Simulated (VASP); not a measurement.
Wanted: the native input for a VASP 6.6.1 run.

```yaml
Task: single point
Functional: RPBE
Dispersion: D4
Potentials_or_basis: VASP PAW PBE potentials, release 64 (Hg, Te)
Cutoff: 520 eV
k_mesh: 7 × 7 × 7
Occupations: fermi-dirac, width 0.05 eV
Spin: no spin polarisation
Dipole_correction: no
Further_INCAR_settings: ALGO = Normal; EDIFF = 1e-06; NBANDS = 16
```

The structure of HgTe (Coloradoite) lies in POSCAR:

```
HgTe
1.0
    0.0000000000      3.2713464686      3.2713464686
    3.2713464686      0.0000000000      3.2713464686
    3.2713464686      3.2713464686      0.0000000000
Hg Te
1 1
Direct
    0.0000000000      0.0000000000      0.0000000000
    0.7500000000      0.7500000000      0.7500000000
```

One way to write it, as run:

INCAR

```
SYSTEM = HgTe
PREC     = Accurate       ! precision mode
ENCUT    = 520            ! plane-wave cutoff, eV
EDIFF    = 1E-6           ! SCF threshold, eV
ISMEAR   = -1             ! smearing method
SIGMA    = 0.05           ! smearing width, eV
LREAL    = .False.        ! projectors in reciprocal space
LASPH    = .True.         ! aspherical terms in the spheres
NELM     = 100            ! most SCF steps
ALGO     = Normal         ! electronic algorithm
ISIF     = 2              ! what is computed and relaxed
LWAVE    = .False.        ! write WAVECAR
LCHARG   = .False.        ! write CHGCAR
GGA      = RP             ! functional
IVDW     = 13             ! dispersion correction
NBANDS   = 16             ! bands
```

KPOINTS

```
Automatic mesh
0
Gamma
  7 7 7
  0 0 0
```

Potentials or basis: VASP PAW PBE potentials, release 64 (Hg, Te).

The run is started by

```console
$ cat potpaw_PBE.64/Hg/POTCAR potpaw_PBE.64/Te/POTCAR > POTCAR
$ mpirun -np 1 vasp_std > vasp.out
```

Results of the run:

* Pressure: 0.0 GPa
* Band gap on the k mesh: zero (filled and empty bands touch)
* Dispersion energy per atom: -0.645 eV

Caveat: the PAW data sets were made with another functional, which shifts forces and pressure a little; spin-orbit coupling is left out, which moves the levels of the heavy elements; pairwise dispersion overbinds metals, which lowers pressure and volume.

Run time: 29 s on 1 thread of Intel Xeon 8259CL, with other jobs on the host, peak memory 0.21 GiB.
